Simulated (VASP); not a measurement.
A run of VASP 6.6.1 is set up as follows.

POSCAR

```
Rh
1.0
    4.3029141980      0.0000000000      0.0000000000
   -2.1514570990      3.7264330058      0.0000000000
    0.0000000000      0.0000000000      2.6403584210
Rh
3
Direct
    1.0000000000      1.0000000000      0.0000000000
    0.3333333333      0.6666666667      0.5000000000
    0.6666666667      0.3333333333      0.5000000000
```

INCAR.step1

```
ALGO = Normal ; EDIFF = 1E-4
ENCUT = 520 ; GGA = PE
ISMEAR = -1 ; LASPH = T
LCHARG = F ; LREAL = F
LWAVE = T ; NBANDS = 30
NELM = 80 ; PREC = Accurate
SIGMA = 0.1
```

File INCAR.step2:

```
ALGO = Normal ; EDIFF = 1E-6
ENCUT = 520 ; ISIF = 2
ISMEAR = -1 ; ISTART = 1
LASPH = T ; LCHARG = F
LMIXTAU = T ; LREAL = F
LWAVE = F ; METAGGA = R2SCAN
NBANDS = 30 ; NELM = 80
PREC = Accurate ; SIGMA = 0.1
```

KPOINTS

```
k-points
0
Gamma
  10 10 13
```

Potentials or basis: VASP PAW PBE potentials, release 64 (Rh_pv).

The run is started by

```sh
$ cat potpaw_PBE.64/Rh_pv/POTCAR > POTCAR
$ cp INCAR.step1 INCAR
$ mpirun -np 1 vasp_std > vasp.out
$ cp INCAR.step2 INCAR
$ mpirun -np 1 vasp_std > vasp.out
```

(1) Predict the pressure.

(2) Estimate the band gap on the k mesh.

Results:

(1) 1.1 GPa.

(2) zero (an odd number of electrons rules out a gap without spin polarisation).

Caveat: the PAW data sets were made with another functional, which shifts forces and pressure a little.
